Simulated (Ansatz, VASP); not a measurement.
**Two plane-wave programs on CoW3**

INCAR

```
PREC     = Accurate       # precision mode
ENCUT    = 520            # plane-wave cutoff, eV
EDIFF    = 1E-7           # SCF threshold, eV
ISMEAR   = 0              # smearing method
SIGMA    = 0.15           # smearing width, eV
LREAL    = F              # projectors in reciprocal space
LASPH    = T              # aspherical terms in the spheres
NELM     = 100            # most SCF steps
ALGO     = Fast           # electronic algorithm
ISIF     = 2              # what is computed and relaxed
LWAVE    = F              # write WAVECAR
LCHARG   = F              # write CHGCAR
GGA      = PS             # functional
NBANDS   = 34             # bands
```

File KPOINTS:

```
Automatic mesh
0
Gamma
  12 12 12
```

File POSCAR:

```
CoW3
1.0
    3.9547011012      0.0000000000      0.0000000000
    0.0000000000      3.9547011012      0.0000000000
    0.0000000000      0.0000000000      3.8582449768
Co W
1 3
Direct
    0.0000000000      0.0000000000      0.0000000000
    0.0000000000      0.5000000000      0.5000000000
    0.5000000000      0.0000000000      0.5000000000
    0.5000000000      0.5000000000      0.0000000000
```

Input for Ansatz:

```yaml
crystal:
  lattice:
    - [3.9547011012, 0.0, 0.0]
    - [0.0, 3.9547011012, 0.0]
    - [0.0, 0.0, 3.8582449768]
  atoms:
    - { symbol: Co, position: [0.0, 0.0, 0.0] }
    - { symbol: W, position: [0.0, 0.5, 0.5] }
    - { symbol: W, position: [0.5, 0.0, 0.5] }
    - { symbol: W, position: [0.5, 0.5, 0.0] }
basis:
  ecutwfc: 420
kpoints:
  mp_grid: { grid: [12, 12, 12] }
hamiltonian:
  xc: pbesol
scf:
  occupations: { method: gaussian, width: 0.15 }
output:
  forces: true
  stress: true
  eigenvalues: true
```

Change from the starting cell: strain +0.025 along x and y, +0.000 along z, atoms carried along.

Alike in both runs: task single point; functional PBEsol; k mesh 12 × 12 × 12; occupations gaussian, width 0.15 eV; no spin polarisation.

|  | VASP | Ansatz |
| --- | --- | --- |
| version | VASP 6.6.1 | Ansatz 0.2.0 |
| potentials or method | VASP PAW PBE potentials, release 64 (Co, W_sv), cutoff 520 eV | scalar-relativistic, plane waves, PAW |
| valence electrons in the cell | 51 | 59 |

VASP gave:

| Quantity | Value |
| --- | --- |
| gap on the k mesh at the Fermi level (eV) | none |
| pressure (GPa) | -12.8 |
| traceless stress, the component that is largest in VASP (GPa) | 0.34 |

Q: What did Ansatz give for the same quantities?

A: gap on the k mesh at the Fermi level (eV): none; pressure (GPa): -13.2; traceless stress, the component that is largest in VASP (GPa): 0.38.

VASP's potentials were made for PBE, not for PBEsol. A gap of «none» marks a metal or a gap that the smearing closes. The functional is the same, so the differences come from potentials, cutoffs and numerics. VASP's potentials hold 51 valence electrons a cell and Ansatz's 59, so a difference there can come from the potentials and not from the codes.

Spin-orbit coupling is off throughout.
